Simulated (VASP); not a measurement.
# Ru in VASP: single point with PBEsol

Aim: the single point of Ru with PBEsol.

Program: VASP 6.6.1. These are calculated values, not measurements. Logs are shortened: lines on timing, memory, paths and dates and some standing lists are left out, and cuts for length are marked.

## Step 1: The cell of the first run

The cell holds a slab with vacuum, 12 atoms: a = 2.690 Å, b = 4.252 Å, c = 27.422 Å, α = 90.00°, β = 90.00°, γ = 90.00°.

## Step 2: Single point, PBEsol

Contents of INCAR:

```
SYSTEM = Ru
PREC = Accurate
ENCUT = 520
EDIFF = 1E-7
ISMEAR = 0
SIGMA = 0.1
LREAL = .False.
LASPH = .True.
NELM = 100
ALGO = Normal
ISIF = 2
LWAVE = .False.
LCHARG = .False.
LDIPOL = .True.
IDIPOL = 3
DIPOL = 0.5 0.5 0.500
GGA = PS
NBANDS = 96
```

Contents of KPOINTS:

```
regular mesh
0
Gamma
  13 8 1
  0 0 0
```

Contents of POSCAR:

```
Ru
1.0
    2.6895240366      0.0000000000      0.0000000000
    0.0000000000      4.2519208173      0.0000000000
    0.0000000000      0.0000000000     27.4223794120
Ru
12
Direct
    0.0000000000      0.7500000000      0.2734992426
    0.5000000000      0.2500000000      0.3018118373
    0.5000000000      0.7500000000      0.3584370266
    0.0000000000      0.2500000000      0.3867496213
    0.0000000000      0.7500000000      0.4433748107
    0.5000000000      0.2500000000      0.4716874053
    0.5000000000      0.7500000000      0.5283125947
    0.0000000000      0.2500000000      0.5566251893
    0.0000000000      0.7500000000      0.6132503787
    0.5000000000      0.2500000000      0.6415629734
    0.5000000000      0.7500000000      0.6981881627
    0.0000000000      0.2500000000      0.7265007574
```

Potentials or basis: VASP PAW PBE potentials, release 64 (Ru_pv).

Command:

```console
$ cat potpaw_PBE.64/Ru_pv/POTCAR > POTCAR
$ mpirun -np 1 vasp_std > vasp.out
```

OUTCAR:

```text
SYSTEM = Ru
   PREC = Accurate
   ENCUT = 520
   EDIFF = 1E-7
   ISMEAR = 0
   LREAL = .False.
   LASPH = .True.
   NELM = 100
   ISIF = 2
   GGA = PS

 ion  position               nearest neighbor table
   1  0.000  0.750  0.273-   2 2.63   2 2.63   2 2.63   2 2.63   3 2.69   3 2.69
   2  0.500  0.250  0.302-   3 2.63   3 2.63   1 2.63   1 2.63   1 2.63   1 2.63   4 2.69   4 2.69

   3  0.500  0.750  0.358-   2 2.63   2 2.63   4 2.63   4 2.63   4 2.63   4 2.63   1 2.69   1 2.69
                             5 2.69   5 2.69
   4  0.000  0.250  0.387-   3 2.63   3 2.63   3 2.63   3 2.63   5 2.63   5 2.63   2 2.69   2 2.69
                             6 2.69   6 2.69
   5  0.000  0.750  0.443-   6 2.63   6 2.63   6 2.63   6 2.63   4 2.63   4 2.63   7 2.69   7 2.69
                             3 2.69   3 2.69
   6  0.500  0.250  0.472-   5 2.63   5 2.63   5 2.63   5 2.63   7 2.63   7 2.63   8 2.69   8 2.69
                             4 2.69   4 2.69
   7  0.500  0.750  0.528-   8 2.63   8 2.63   8 2.63   8 2.63   6 2.63   6 2.63   5 2.69   5 2.69
                             9 2.69   9 2.69
   8  0.000  0.250  0.557-   7 2.63   7 2.63   7 2.63   7 2.63   9 2.63   9 2.63   6 2.69   6 2.69
                            10 2.69  10 2.69
   9  0.000  0.750  0.613-  10 2.63  10 2.63  10 2.63  10 2.63   8 2.63   8 2.63  11 2.69  11 2.69
                             7 2.69   7 2.69
  10  0.500  0.250  0.642-  11 2.63  11 2.63   9 2.63   9 2.63   9 2.63   9 2.63  12 2.69  12 2.69
                             8 2.69   8 2.69
  11  0.500  0.750  0.698-  10 2.63  10 2.63  12 2.63  12 2.63  12 2.63  12 2.63   9 2.69   9 2.69

  12  0.000  0.250  0.727-  11 2.63  11 2.63  11 2.63  11 2.63  10 2.69  10 2.69

  LATTYP: Found a simple orthorhombic cell.
 ALAT       =     2.6895240366
 B/A-ratio  =     1.5809194339
 C/A-ratio  =    10.1959971500

  Lattice vectors:

 A1 = (   2.6895240366,   0.0000000000,   0.0000000000)
 A2 = (   0.0000000000,   4.2519208173,   0.0000000000)
 A3 = (   0.0000000000,   0.0000000000,  27.4223794120)

Analysis of symmetry for initial positions (statically):
=====================================================================
 Subroutine PRICEL returns:
 Original cell was already a primitive cell.

 Routine SETGRP: Setting up the symmetry group for a
 simple orthorhombic supercell.

 Subroutine GETGRP returns: Found  8 space group operations
 (whereof  4 operations were pure point group operations)
 out of a pool of  8 trial point group operations.

The static configuration has the point symmetry C_2h.
 The point group associated with its full space group is D_2h.

Analysis of symmetry for dynamics (positions and initial velocities):
=====================================================================
 Subroutine PRICEL returns:
 Original cell was already a primitive cell.

 Routine SETGRP: Setting up the symmetry group for a
 simple orthorhombic supercell.

 Subroutine GETGRP returns: Found  8 space group operations
 (whereof  4 operations were pure point group operations)
 out of a pool of  8 trial point group operations.

The dynamic configuration has the point symmetry C_2h.
 The point group associated with its full space group is D_2h.

 Subroutine INISYM returns: Found  8 space group operations
 (whereof  4 operations are pure point group operations),
 and found     1 'primitive' translations

----------------------------------------------------------------------------------------

                                     Primitive cell

  volume of cell :     313.5925

  direct lattice vectors                    reciprocal lattice vectors
     2.689524037  0.000000000  0.000000000     0.371813000  0.000000000  0.000000000
     0.000000000  4.251920817  0.000000000     0.000000000  0.235187823  0.000000000
     0.000000000  0.000000000 27.422379412     0.000000000  0.000000000  0.036466566

  length of vectors
     2.689524037  4.251920817 27.422379412     0.371813000  0.235187823  0.036466566

  position of ions in fractional coordinates (direct lattice)
     0.000000000  0.750000000  0.273499243
     0.500000000  0.250000000  0.301811837
     0.500000000  0.750000000  0.358437027
     0.000000000  0.250000000  0.386749621
     0.000000000  0.750000000  0.443374811
     0.500000000  0.250000000  0.471687405
     0.500000000  0.750000000  0.528312595
     0.000000000  0.250000000  0.556625189
     0.000000000  0.750000000  0.613250379
     0.500000000  0.250000000  0.641562973
     0.500000000  0.750000000  0.698188163
     0.000000000  0.250000000  0.726500757

  ion indices of the primitive-cell ions
   primitive index   ion index
                 1           1
                 2           2
                 3           3
                 4           4
                 5           5
                 6           6
                 7           7
                 8           8
                 9           9
                10          10
                11          11
                12          12

----------------------------------------------------------------------------------------

 KPOINTS: regular mesh

Automatic generation of k-mesh.
 Grid dimensions read from file:
 generate k-points for:   13    8    1

 Generating k-lattice:

  Cartesian coordinates                     Fractional coordinates (reciprocal lattice)
     0.028601000  0.000000000  0.000000000     0.076923077  0.000000000  0.000000000
     0.000000000  0.029398478  0.000000000     0.000000000  0.125000000  0.000000000
     0.000000000  0.000000000  0.036466566     0.000000000  0.000000000  1.000000000

  Length of vectors
     0.028601000  0.029398478  0.036466566

  Shift w.r.t. Gamma in fractional coordinates (k-lattice)
     0.000000000  0.000000000  0.000000000

 Subroutine IBZKPT returns following result:
 ===========================================

 Found     35 irreducible k-points:

 Following reciprocal coordinates:
            Coordinates               Weight
  0.000000  0.000000  0.000000      1.000000
  0.076923  0.000000  0.000000      2.000000
  0.153846  0.000000  0.000000      2.000000
  0.230769  0.000000  0.000000      2.000000
  0.307692  0.000000  0.000000      2.000000
  0.384615  0.000000  0.000000      2.000000
[... 16 lines left out ...]
  0.076923  0.375000  0.000000      4.000000
  0.153846  0.375000  0.000000      4.000000
 [... further k-points ...]
   k-points           NKPTS =     35   k-points in BZ     NKDIM =     35   number of bands    NBANDS=     96
   number of dos      NEDOS =    301   number of ions     NIONS =     12
   total plane-waves  NPLWV = 134400
   dimension x,y,z NGX =    20 NGY =   32 NGZ =  210
   dimension x,y,z NGXF=    40 NGYF=   64 NGZF=  420
   ions per type =              12
   NGX,Y,Z   is equivalent  to a cutoff of  12.36, 12.51, 12.73 a.u.
   NGXF,Y,Z  is equivalent  to a cutoff of  24.72, 25.02, 25.46 a.u.
 SYSTEM =  Ru
   PREC   = accura    normal or accurate (medium, high low for compatibility)
   ISTART =      0    job   : 0-new  1-cont  2-samecut
   ICHARG =      2    charge: 1-file 2-atom 10-const
   ISPIN  =      1    spin polarized calculation?
   LNONCOLLINEAR =      F non collinear calculations
   LSORBIT =      F    spin-orbit coupling
   LASPH  =      T    aspherical Exc in radial PAW
   ENCUT  =  520.0 eV  38.22 Ry    6.18 a.u.   5.00  7.91 50.99*2*pi/ulx,y,z
   NELM   =    100;   NELMIN=  2; NELMDL= -5     # of ELM steps
   EDIFF  = 0.1E-06   stopping-criterion for ELM
   LREAL  =      F    real-space projection
   EDIFFG = 0.1E-05   stopping-criterion for IOM
   NSW    =      0    number of steps for IOM
   IBRION =     -1    ionic relax: 0-MD 1-quasi-New 2-CG
   NFREE  =      0    steps in history (QN), initial steepest desc. (CG)
   ISIF   =      2    stress and relaxation
   ISYM   =      2    0-nonsym 1-usesym 2-fastsym
   POTIM  = 0.5000    time-step for ionic-motion
   TEBEG  =    0.0;   TEEND  =   0.0 temperature during run
   PSTRESS=    0.0 pullay stress
   NELECT =     168.0000    total number of electrons
   NUPDOWN=      -1.0000    fix difference up-down
   EMIN   =  10.00;   EMAX   =-10.00  energy-range for DOS
   EFERMI =   0.00;   METHOD = LEGACY
   ISMEAR =     0;   SIGMA  =   0.10  broadening in eV -4-tet -1-fermi 0-gaus
   EFERMI_NEDOS =   21; number of points for ismear=-14 and -15
   IALGO  =     38    algorithm
   IMIX   =      4    mixing-type and parameters
     AMIX     =   0.40;   BMIX     =  1.00
     AMIX_MAG =   1.60;   BMIX_MAG =  1.00
  volume/ion in A,a.u.               =      26.13       176.35
  Fermi-wavevector in a.u.,A,eV,Ry     =   1.329605  2.512589 24.053057  1.767850
  Thomas-Fermi vector in A             =   2.458755
   LORBIT       =      0    0 simple, 1 ext, 2 COOP (PROOUT), +10 PAW based schemes
   GGA     = PS    functional components
   LHFCALC =     F    Hartree Fock is set to
   AEXX    =    0.0000 exact exchange contribution
   IVDW    =     0    specifies the selected vdW correction
   LEPSILON=     F    determine dielectric tensor
   LRPA    =     F    only Hartree local field effects (RPA)
 non-spin polarized calculation
 Gauss-broadening in eV      SIGMA  =   0.10
  energy-cutoff  :      520.00
  volume of cell :      313.59
 maximum number of plane-waves:      8518
   NGX = 11   NGY = 15   NGZ =101

 number of electron     168.0000030 magnetization

 dipolmoment           0.000000      0.000000     -0.000000 electrons x Angstroem

 Free energy of the ion-electron system (eV)
  ---------------------------------------------------
  ext. energy  EPLUGINS =         0.00000000
  ---------------------------------------------------
  free energy    TOTEN  =      -117.09554613 eV

  energy without entropy =     -117.02321676  energy(sigma->0) =     -117.05938145

 E-fermi :   4.3215     XC(G=0):  -8.1100

 val. band max:        4.3105567099   @ k =   0.1538   0.2500   0.0000
 cond. band min:       4.3220002610   @ k =   0.0769   0.2500   0.0000
 fundamental gap:      0.0114435511
 Fermi energy:         4.3214643599

 k-point     1 :       0.0000    0.0000    0.0000
  band No.  band energies     occupation
      1     -39.4070      2.00000
      2     -39.3500      2.00000
      3     -39.2040      2.00000
      4     -39.1664      2.00000
      5     -39.0485      2.00000
      6     -39.0379      2.00000
[... 88 lines left out ...]
     95       5.6259      0.00000
     96       5.7719      0.00000

 k-point     2 :       0.0769    0.0000    0.0000
  band No.  band energies     occupation
      1     -39.3912      2.00000
      2     -39.3351      2.00000
      3     -39.1904      2.00000
      4     -39.1550      2.00000
      5     -39.0398      2.00000
      6     -39.0259      2.00000
[... 2167 lines left out ...]
     95       5.3012      0.00000
     96       5.3573      0.00000

 k-point    24 :       0.1538    0.3750    0.0000
  band No.  band energies     occupation
      1     -39.2452      2.00000
      2     -39.2021      2.00000
      3     -39.1494      2.00000
      4     -39.1431      2.00000
      5     -39.0682      2.00000
      6     -39.0579      2.00000
[... 88 lines left out ...]
     95       5.3408      0.00000
     96       5.3901      0.00000

 [... further k-points ...]

------------------------ aborting loop because EDIFF is reached ----------------------------------------

 vacuum level on the upper side and lower side of the slab       (xc-potential included)        -0.089        -0.089

  FORCE on cell =-STRESS in cart. coord.  units (eV):
  Direction    XX          YY          ZZ          XY          YZ          ZX
  --------------------------------------------------------------------------------------
  -------------------------------------------------------------------------------------
  Total       -6.8743421     -8.2890357     -3.9553982      0.0000000      0.0000000      0.0000000
  in kB      -35.1217374    -42.3495560    -20.2085455      0.0000000      0.0000000      0.0000000
  external PRESSURE =     -32.5599463 kB  Pullay stress =       0.0000000 kB

 VOLUME and BASIS-vectors are now :
 -----------------------------------------------------------------------------
  energy-cutoff  :      520.00
  volume of cell :      313.59
      direct lattice vectors                 reciprocal lattice vectors
     2.689524037  0.000000000  0.000000000     0.371813000  0.000000000  0.000000000
     0.000000000  4.251920817  0.000000000     0.000000000  0.235187823  0.000000000
     0.000000000  0.000000000 27.422379412     0.000000000  0.000000000  0.036466566

 POSITION                                       TOTAL-FORCE (eV/Angst)
 -----------------------------------------------------------------------------------
      0.00000      3.18894      7.50000         0.000000     -0.000000      0.911426
      1.34476      1.06298      8.27640         0.000000     -0.000000     -0.165683
      1.34476      3.18894      9.82920         0.000000     -0.000000     -0.490516
      0.00000      1.06298     10.60559         0.000000     -0.000000     -0.277766
      0.00000      3.18894     12.15839         0.000000     -0.000000     -0.015867
      1.34476      1.06298     12.93479        -0.000000     -0.000000     -0.103524
      1.34476      3.18894     14.48759         0.000000     -0.000000      0.103524
      0.00000      1.06298     15.26399         0.000000      0.000000      0.015867
      0.00000      3.18894     16.81678         0.000000     -0.000000      0.277766
      1.34476      1.06298     17.59318        -0.000000      0.000000      0.490516
      1.34476      3.18894     19.14598         0.000000      0.000000      0.165683
      0.00000      1.06298     19.92238         0.000000     -0.000000     -0.911426
 -----------------------------------------------------------------------------------
    total drift:                               -0.000000      0.000000     -0.000000

  FREE ENERGIE OF THE ION-ELECTRON SYSTEM (eV)
  ---------------------------------------------------
  free  energy   TOTEN  =      -117.0955461309 eV

  energy  without entropy=     -117.0232167640  energy(sigma->0) =     -117.05938145

 vacuum level on the upper side and lower side of the slab         9.149         9.149
```

Wall time 63 min (1 thread of Intel Xeon Platinum 8259CL at 2.50GHz (Skylake/Cascade Lake), shared host); peak memory 0.78 GiB.

Results:

```yaml
Free_energy: -117.0955 eV
Largest_force: 0.911 eV/Å
Band_gap_on_the_k_mesh: zero (band 84 reaches 5.25 eV, above the bottom of band 85 at 3.38 eV)
```

Forces on the atoms (eV/Å):
```
Ru   0.000  0.000  0.911
Ru   0.000  0.000 -0.166
Ru   0.000  0.000 -0.491
Ru   0.000  0.000 -0.278
Ru   0.000  0.000 -0.016
Ru   0.000  0.000 -0.104
Ru   0.000  0.000  0.104
Ru   0.000  0.000  0.016
Ru   0.000  0.000  0.278
Ru   0.000  0.000  0.491
Ru   0.000  0.000  0.166
Ru   0.000  0.000 -0.911
```

Levels at points of the mesh, in eV from the Fermi level:
```
           k point  band 82  band 83  band 84  band 85  band 86  band 87
(0.00, 0.00, 0.00)    -1.25    -1.19    -1.10    -0.92    -0.66    -0.63
(0.00, 0.50, 0.00)    -0.74    -0.11    -0.11     0.44     0.44     0.48
```

Caveat: the PAW data sets were made with another functional, which shifts forces and pressure a little.
